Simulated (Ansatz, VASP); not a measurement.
# WC in VASP and in Ansatz

File INCAR:

```
SYSTEM = WC
PREC = Accurate
ENCUT = 520
EDIFF = 1E-8
ISMEAR = -1
SIGMA = 0.05
LREAL = .False.
LASPH = .True.
NELM = 60
ALGO = Normal
ISIF = 2
LWAVE = .False.
LCHARG = .False.
GGA = PS
LEFG = .True.
NBANDS = 16
```

The input KPOINTS:

```
Automatic mesh
0
Gamma
  14 14 13
  0 0 0
```

Contents of POSCAR:

```
WC
1.0
    2.9197106146      0.0000000000      0.0000000000
   -1.4598553073      2.5285435639      0.0000000000
    0.0000000000      0.0000000000      2.8477356453
W C
1 1
Direct
    0.0000000000      0.0000000000      0.0000000000
    0.6666666667      0.3333333333      0.5000000000
```

Input for Ansatz:

```yaml
crystal:
  lattice:
    - [2.9197106146, 0.0, 0.0]
    - [-1.4598553073, 2.5285435639, 0.0]
    - [0.0, 0.0, 2.8477356453]
  atoms:
    - { symbol: W, position: [0.0, 0.0, 0.0] }
    - { symbol: C, position: [0.6666666667, 0.3333333333, 0.5] }
kpoints:
  mp_grid: { grid: [14, 14, 13] }
scf:
  occupations: { method: fermi_dirac, width: 0.05 }
hamiltonian:
  xc: pbesol
  pseudopotentials: { kind: all_electron, datasets: crystal }
output:
  forces: true
  stress: true
  eigenvalues: true
  efg: { contact_densities: true }
```

Change from the starting cell: volume scaled by 1.02, crystal datasets.

Alike in both runs: task electric field gradients; functional PBEsol; k mesh 14 × 14 × 13; occupations fermi-dirac, width 0.05 eV; no spin polarisation.

|  | VASP | Ansatz |
| --- | --- | --- |
| version | VASP 6.6.1 | Ansatz 0.2.0 |
| potentials or method | VASP PAW PBE potentials, release 64 (W_sv, C), cutoff 520 eV | all-electron PAW with datasets made for the crystal, scalar-relativistic |

|  | VASP | Ansatz | Ansatz less VASP |
| --- | --- | --- | --- |
| pressure (GPa) | -7.3 | -8.4 | -1.09 |
| traceless stress, the component that is largest in VASP (GPa) | -0.45 | -0.68 | -0.228 |
| size of Vzz on the site where it differs most (V/Å²) | 134.8 | 124.3 | -10.49 |

VASP's potentials were made for PBE, not for PBEsol. Ansatz ran all-electron here, and VASP with PAW potentials.

Neither program's run includes spin-orbit coupling.
